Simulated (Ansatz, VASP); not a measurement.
ZrAg3: VASP beside Ansatz

```xyz
4
Lattice="4.2726 0.0000 0.0000 0.0000 4.2726 0.0000 0.0000 0.0000 4.2726" Properties=species:S:1:pos:R:3 pbc="T T T"
Zr    0.0000    0.0000    0.0000
Ag    0.0000    2.1363    2.1363
Ag    2.1363    2.1363    0.0000
Ag    2.1363    0.0000    2.1363
```

Alike in both runs: task single point; functional PBE; k mesh 8 × 8 × 8; occupations gaussian, width 0.05 eV; no spin polarisation.

|  | VASP | Ansatz |
| --- | --- | --- |
| version | VASP 6.6.1 | Ansatz 0.2.0 |
| potentials or method | VASP PAW PBE potentials, release 64 (Zr_sv, Ag), cutoff 520 eV | scalar-relativistic, plane waves, PAW |
| valence electrons in the cell | 45 | 69 |

```csv
,VASP,Ansatz,Ansatz less VASP
gap on the k mesh at the Fermi level (eV),none,none,-
pressure (GPa),0.0,0.0,+0.02
```

A gap of «none» marks a metal or a gap that the smearing closes. VASP's potentials hold 45 valence electrons a cell and Ansatz's 69, so a difference there can come from the potentials and not from the codes.
